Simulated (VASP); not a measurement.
**InSe: single point with PBEsol+D3(BJ)**

**What was measured.**

“The Interaction of Hydrogen with the van der Waals Crystal γ-InSe”, 2020, pmc:7321205 reports, for a bulk crystal of InSe at 300 K: band gap 1.25 eV.

The system is InSe.

```
In Se
1.0
     1.98174    1.14416    8.05430
    -1.98174    1.14416    8.05430
     0.00000   -2.28832    8.05430
In Se
2 2
Direct
  0.00119 0.00119 0.00119
  0.88743 0.88743 0.88743
  0.38779 0.38779 0.38779
  0.16759 0.16759 0.16759
```

```
Program                : VASP 6.6.1
Task                   : single point
Functional             : PBEsol
Dispersion             : D3(BJ)
Potentials or basis    : VASP PAW PBE potentials, release 64 (In_d, Se)
Cutoff                 : 500 eV
k mesh                 : 6 × 6 × 6
Occupations            : gaussian, width 0.01 eV
Spin                   : no spin polarisation
Dipole correction      : no
Further INCAR settings : ALGO = Normal; EDIFF = 1e-06; NBANDS = 27
```

```json
{"Pressure": "0.1 GPa", "Largest force": "0.021 eV/Å", "Band gap on the k mesh": "0.32 eV", "Dispersion energy per atom": "-0.309 eV"}
```

Forces on the atoms (eV/Å):
```
In   0.000  0.000 -0.021
In   0.000  0.000  0.021
Se   0.000  0.000  0.021
Se   0.000  0.000 -0.021
```

Levels at points of the mesh, in eV from the valence-band top:
```tsv
k point	band 15	band 16	band 17	band 18	band 19	band 20	band 21	band 22	band 23	band 24
(0.00, 0.00, 0.00)	-1.86	-1.48	-1.48	-1.24	-1.24	1.91	2.05	4.28	4.28	4.87
(0.50, 0.00, 0.00)	-3.80	-2.72	-2.60	-2.28	-1.77	0.90	2.00	3.59	3.95	4.72
(0.50, 0.50, 0.00)	-3.50	-2.95	-2.77	-2.06	-1.63	0.91	1.97	3.11	3.33	4.10
(0.50, 0.50, 0.50)	-1.56	-1.56	-1.16	-1.16	0.00	0.32	2.14	4.14	4.14	5.58
```

It took 2.4 min on 1 thread of Intel(R) Xeon(R) 6975P-C (Granite Rapids) (shared host), peak memory 0.53 GiB.

A measured gap of InSe is 1.25 eV (300 K; “The Interaction of Hydrogen with the van der Waals Crystal γ-InSe”, 2020, pmc:7321205); the calculated 0.32 eV misses it by -0.93 eV. Spin-orbit coupling on In, Se is left out. The value is that of PBEsol+D3(BJ) on a finite k mesh, which can miss the band edges, without temperature or zero-point motion. Semilocal functionals fall short of measured gaps as a rule.

Caveat: the PAW data sets were made with another functional, which shifts forces and pressure a little; spin-orbit coupling is left out, which moves the levels of the heavy elements.
